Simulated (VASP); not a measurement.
# NaH16BrO8 in VASP: single point with LDA

Aim: the single point of NaH16BrO8 with LDA.

Program: VASP 6.6.1. These are calculated values, not measurements. Logs are shortened: lines on timing, memory, paths and dates and some standing lists are left out, and cuts for length are marked.

### Step 1. The cell of the first run

The cell holds a disordered packing, 26 atoms: a = 6.785 Å, b = 6.785 Å, c = 6.785 Å, α = 90.00°, β = 90.00°, γ = 90.00°.

### Step 2. Single point, LDA

Contents of INCAR:

```
PREC = Accurate ; ENCUT = 840
EDIFF = 1E-6 ; ISMEAR = -1
SIGMA = 0.02 ; LREAL = Auto
LASPH = T ; NELM = 120
ALGO = Normal ; ISIF = 2
LWAVE = F ; LCHARG = T
LELF = T ; LVHAR = T
NBANDS = 59 ; GGA_COMPAT = F
```

Contents of KPOINTS:

```
regular mesh
0
Gamma
  1 1 1
```

Contents of POSCAR:

```
NaH16BrO8
1.0
    6.7853200000      0.0000000000      0.0000000000
    0.0000000000      6.7853200000      0.0000000000
    0.0000000000      0.0000000000      6.7853200000
O H Na Br
8 16 1 1
Direct
    0.5443811051      0.8535485430      0.6503009438
    0.1128907701      0.4872577859      0.0593487116
    0.8964499832      0.9546638920      0.4685261712
    0.1833517063      0.9625338230      0.2364368961
    0.3089021594      0.1974114706      0.8403877783
    0.4277174842      0.7292655321      0.9877058120
    0.3856708306      0.1705446464      0.4648122712
    0.9571840385      0.0558558771      0.8310440775
    0.6749129002      0.8592225569      0.5893310853
    0.4852681966      0.9828571092      0.5858529885
    0.0027706873      0.4029434131      0.1047260851
    0.1924301286      0.3897826484     -0.0190116310
    0.9313488531      1.0007191997      0.6099343878
    0.8711453550      1.0764120189      0.3942039580
    0.2764055343      0.8517505438      0.2184716417
    0.0787435228      0.9094044201      0.3241114642
    0.4330525311      0.1611125194      0.9113645340
    0.3494897809      0.1843243944      0.7015291836
    0.4990332070      0.7841781965      0.8610500315
    0.4919885871      0.6089322243      1.0224573049
    0.4616731414      0.2417129922      0.3563133353
    0.2985857705      0.0777413593      0.3744554420
    1.0865368177      0.1205396356      0.8399309097
    0.8506010033      0.1321234665      0.9023892757
    0.0809689152      0.7694994488      0.9256158884
    0.7197744543      0.3044661121      0.1364563499
```

Potentials or basis: VASP PAW LDA potentials, release 64 (O, H, Na_sv, Br).

Run with:

```
$ cat potpaw_LDA.64/O/POTCAR potpaw_LDA.64/H/POTCAR potpaw_LDA.64/Na_sv/POTCAR potpaw_LDA.64/Br/POTCAR > POTCAR
$ mpirun -np 1 vasp_gam > vasp.out
```

OUTCAR:

```text
PREC = Accurate
   ENCUT = 840
   EDIFF = 1E-6
   ISMEAR = -1
   LREAL = Auto
   LASPH = T
   NELM = 120
   ISIF = 2

 ion  position               nearest neighbor table
   1  0.544  0.854  0.650-   9 0.98  10 1.06
   2  0.113  0.487  0.059-  11 0.99  12 1.01
   3  0.896  0.955  0.469-  14 0.98  13 1.04
   4  0.183  0.963  0.236-  15 0.99  16 0.99
   5  0.309  0.197  0.840-  18 0.99  17 1.00
   6  0.428  0.729  0.988-  20 0.96  19 1.05
   7  0.386  0.171  0.465-  21 1.02  22 1.06
   8  0.957  0.056  0.831-  23 0.98  24 1.01
   9  0.675  0.859  0.589-   1 0.98
  10  0.485  0.983  0.586-   1 1.06
  11  0.003  0.403  0.105-   2 0.99
  12  0.192  0.390  0.981-   2 1.01
  13  0.931  0.001  0.610-   3 1.04
  14  0.871  0.076  0.394-   3 0.98
[... 8 lines left out ...]
  23  0.087  0.121  0.840-   8 0.98
  24  0.851  0.132  0.902-   8 1.01
  25  0.081  0.769  0.926-
  26  0.720  0.304  0.136-

  LATTYP: Found a simple cubic cell.
 ALAT       =     6.7853200000

  Lattice vectors:

 A1 = (   6.7853200000,   0.0000000000,   0.0000000000)
 A2 = (   0.0000000000,   6.7853200000,   0.0000000000)
 A3 = (   0.0000000000,   0.0000000000,   6.7853200000)

Analysis of symmetry for initial positions (statically):
=====================================================================
 Subroutine PRICEL returns:
 Original cell was already a primitive cell.

 Routine SETGRP: Setting up the symmetry group for a
 simple cubic supercell.

 Subroutine GETGRP returns: Found  1 space group operations
 (whereof  1 operations were pure point group operations)
 out of a pool of 48 trial point group operations.

The static configuration has the point symmetry C_1 .

Analysis of symmetry for dynamics (positions and initial velocities):
=====================================================================
 Subroutine PRICEL returns:
 Original cell was already a primitive cell.

 Routine SETGRP: Setting up the symmetry group for a
 simple cubic supercell.

 Subroutine GETGRP returns: Found  1 space group operations
 (whereof  1 operations were pure point group operations)
 out of a pool of 48 trial point group operations.

The dynamic configuration has the point symmetry C_1 .

 Subroutine INISYM returns: Found  1 space group operations
 (whereof  1 operations are pure point group operations),
 and found     1 'primitive' translations

----------------------------------------------------------------------------------------

                                     Primitive cell

  volume of cell :     312.4000

  direct lattice vectors                    reciprocal lattice vectors
     6.785320000  0.000000000  0.000000000     0.147376984  0.000000000  0.000000000
     0.000000000  6.785320000  0.000000000     0.000000000  0.147376984  0.000000000
     0.000000000  0.000000000  6.785320000     0.000000000  0.000000000  0.147376984

  length of vectors
     6.785320000  6.785320000  6.785320000     0.147376984  0.147376984  0.147376984

  position of ions in fractional coordinates (direct lattice)
     0.544381105  0.853548543  0.650300944
     0.112890770  0.487257786  0.059348712
     0.896449983  0.954663892  0.468526171
     0.183351706  0.962533823  0.236436896
     0.308902159  0.197411471  0.840387778
     0.427717484  0.729265532  0.987705812
[... 18 lines left out ...]
     0.080968915  0.769499449  0.925615888
     0.719774454  0.304466112  0.136456350

  ion indices of the primitive-cell ions
   primitive index   ion index
                 1           1
                 2           2
                 3           3
                 4           4
                 5           5
                 6           6
[... 18 lines left out ...]
                25          25
                26          26

----------------------------------------------------------------------------------------

 KPOINTS: regular mesh

Automatic generation of k-mesh.
 Grid dimensions read from file:
 generate k-points for:    1    1    1

 Generating k-lattice:

  Cartesian coordinates                     Fractional coordinates (reciprocal lattice)
     0.147376984  0.000000000  0.000000000     1.000000000  0.000000000  0.000000000
     0.000000000  0.147376984  0.000000000     0.000000000  1.000000000  0.000000000
     0.000000000  0.000000000  0.147376984     0.000000000  0.000000000  1.000000000

  Length of vectors
     0.147376984  0.147376984  0.147376984

  Shift w.r.t. Gamma in fractional coordinates (k-lattice)
     0.000000000  0.000000000  0.000000000

 Subroutine IBZKPT returns following result:
 ===========================================

 Found      1 irreducible k-points:

 Following reciprocal coordinates:
            Coordinates               Weight
  0.000000  0.000000  0.000000      1.000000
   k-points           NKPTS =      1   k-points in BZ     NKDIM =      1   number of bands    NBANDS=     59
   number of dos      NEDOS =    301   number of ions     NIONS =     26
   total plane-waves  NPLWV = 262144
   dimension x,y,z NGX =    64 NGY =   64 NGZ =   64
   dimension x,y,z NGXF=   128 NGYF=  128 NGZF=  128
   ions per type =               8  16   1   1
   NGX,Y,Z   is equivalent  to a cutoff of  15.68, 15.68, 15.68 a.u.
   NGXF,Y,Z  is equivalent  to a cutoff of  31.36, 31.36, 31.36 a.u.
 SYSTEM =  unknown system
   PREC   = accura    normal or accurate (medium, high low for compatibility)
   ISTART =      0    job   : 0-new  1-cont  2-samecut
   ICHARG =      2    charge: 1-file 2-atom 10-const
   ISPIN  =      1    spin polarized calculation?
   LNONCOLLINEAR =      F non collinear calculations
   LSORBIT =      F    spin-orbit coupling
   LASPH  =      T    aspherical Exc in radial PAW
   ENCUT  =  840.0 eV  61.74 Ry    7.86 a.u.  16.03 16.03 16.03*2*pi/ulx,y,z
   NELM   =    120;   NELMIN=  2; NELMDL= -5     # of ELM steps
   EDIFF  = 0.1E-05   stopping-criterion for ELM
   LREAL  =      T    real-space projection
   EDIFFG = 0.1E-04   stopping-criterion for IOM
   NSW    =      0    number of steps for IOM
   IBRION =     -1    ionic relax: 0-MD 1-quasi-New 2-CG
   NFREE  =      0    steps in history (QN), initial steepest desc. (CG)
   ISIF   =      2    stress and relaxation
   ISYM   =      2    0-nonsym 1-usesym 2-fastsym
   POTIM  = 0.5000    time-step for ionic-motion
   TEBEG  =    0.0;   TEEND  =   0.0 temperature during run
   PSTRESS=    0.0 pullay stress
   NELECT =      80.0000    total number of electrons
   NUPDOWN=      -1.0000    fix difference up-down
   EMIN   =  10.00;   EMAX   =-10.00  energy-range for DOS
   EFERMI =   0.00;   METHOD = LEGACY
   ISMEAR =    -1;   SIGMA  =   0.02  broadening in eV -4-tet -1-fermi 0-gaus
   EFERMI_NEDOS =   21; number of points for ismear=-14 and -15
   IALGO  =     38    algorithm
   IMIX   =      4    mixing-type and parameters
     AMIX     =   0.40;   BMIX     =  1.00
     AMIX_MAG =   1.60;   BMIX_MAG =  1.00
  volume/ion in A,a.u.               =      12.02        81.08
  Fermi-wavevector in a.u.,A,eV,Ry     =   1.039604  1.964566 14.704849  1.080776
  Thomas-Fermi vector in A             =   2.174142
   LORBIT       =      0    0 simple, 1 ext, 2 COOP (PROOUT), +10 PAW based schemes
   GGA     = CA    functional components
   LHFCALC =     F    Hartree Fock is set to
   AEXX    =    0.0000 exact exchange contribution
   IVDW    =     0    specifies the selected vdW correction
   LEPSILON=     F    determine dielectric tensor
   LRPA    =     F    only Hartree local field effects (RPA)
 non-spin polarized calculation
  energy-cutoff  :      840.00
  volume of cell :      312.40
 maximum number of plane-waves:      8635
   NGX = 33   NGY = 33   NGZ = 33

 number of electron      80.0000017 magnetization

 Free energy of the ion-electron system (eV)
  ---------------------------------------------------
  ext. energy  EPLUGINS =         0.00000000
  ---------------------------------------------------
  free energy    TOTEN  =      -131.06777560 eV

  energy without entropy =     -131.06777560  energy(sigma->0) =     -131.06777560

 E-fermi :  -2.7047     XC(G=0):  -7.0650

 val. band max:       -3.1871601128   @ k =   0.0000   0.0000   0.0000
 cond. band min:       0.9805180913   @ k =   0.0000   0.0000   0.0000
 fundamental gap:      4.1676782041
 Fermi energy:        -2.7047329835

 k-point     1 :       0.0000    0.0000    0.0000
  band No.  band energies     occupation
      1     -51.6382      2.00000
      2     -24.2629      2.00000
      3     -24.2394      2.00000
      4     -24.2065      2.00000
      5     -22.7222      2.00000
      6     -22.3872      2.00000
[... 44 lines left out ...]
     51       6.1578      0.00000
     52       6.2960      0.00000
 [bands above 52 left out]

------------------------ aborting loop because EDIFF is reached ----------------------------------------

  FORCE on cell =-STRESS in cart. coord.  units (eV):
  Direction    XX          YY          ZZ          XY          YZ          ZX
  --------------------------------------------------------------------------------------
  -------------------------------------------------------------------------------------
  Total        2.1159711     -0.6994370     -1.7009901      2.0606298      0.4633303     -0.9385199
  in kB       10.8519882     -3.5871387     -8.7237130     10.5681641      2.3762399     -4.8133014
  external PRESSURE =      -0.4862878 kB  Pullay stress =       0.0000000 kB

 VOLUME and BASIS-vectors are now :
 -----------------------------------------------------------------------------
  energy-cutoff  :      840.00
  volume of cell :      312.40
      direct lattice vectors                 reciprocal lattice vectors
     6.785320000  0.000000000  0.000000000     0.147376984  0.000000000  0.000000000
     0.000000000  6.785320000  0.000000000     0.000000000  0.147376984  0.000000000
     0.000000000  0.000000000  6.785320000     0.000000000  0.000000000  0.147376984

 POSITION                                       TOTAL-FORCE (eV/Angst)
 -----------------------------------------------------------------------------------
      3.69380      5.79160      4.41250        -0.968474      1.644402     -0.433930
      0.76600      3.30620      0.40270         0.532223     -0.839696     -0.436531
      6.08270      6.47770      3.17910         0.093329     -0.174931      0.724360
      1.24410      6.53110      1.60430         0.770223     -0.746209     -0.529800
      2.09600      1.33950      5.70230         0.636360     -0.278038      1.048415
      2.90220      4.94830      6.70190        -0.163147      1.687935     -1.035325
[... 18 lines left out ...]
      0.54940      5.22130      6.28060         0.370922      0.053008      0.216933
      4.88390      2.06590      0.92590        -0.830802     -0.454532      0.100785
 -----------------------------------------------------------------------------------
    total drift:                                0.018676      0.004052     -0.015460

  FREE ENERGIE OF THE ION-ELECTRON SYSTEM (eV)
  ---------------------------------------------------
  free  energy   TOTEN  =      -131.0677756030 eV

  energy  without entropy=     -131.0677756030  energy(sigma->0) =     -131.06777560
```

Run time: 73 s. Hardware: 1 thread of Intel Xeon Platinum 8259CL at 2.50GHz (Skylake/Cascade Lake), shared host; peak memory 0.4 GiB.

Results:

| Quantity | Value |
| --- | --- |
| Free energy | -131.0678 eV |
| Pressure | 0.0 GPa |
| Largest force | 1.987 eV/Å |

Forces on the atoms (eV/Å):
```
O   -0.968  1.644 -0.434
O    0.532 -0.840 -0.437
O    0.093 -0.175  0.724
O    0.770 -0.746 -0.530
O    0.636 -0.278  1.048
O   -0.163  1.688 -1.035
O    0.264 -0.244 -1.025
O   -1.259 -0.662 -0.499
H    0.724 -0.176 -0.365
H    0.458 -1.222  0.419
H   -0.272  0.260  0.212
H    0.110  0.548  0.113
H   -0.246  0.055 -0.278
H   -0.447  0.248 -0.265
H    0.379 -0.011 -0.617
H   -0.798  0.209  0.661
H   -0.660  0.225  0.240
H   -0.097  0.637 -1.236
H   -0.610 -0.381  0.682
H    0.556 -1.155  0.377
H   -0.013 -0.319  1.118
H    0.005  0.523  0.339
H    0.940  0.672  0.439
H    0.524 -0.099  0.029
Na   0.371  0.053  0.217
Br  -0.831 -0.455  0.101
```

Caveat: the k points lie up to 0.93 Å⁻¹ apart, too coarse for converged energies, forces and pressures.
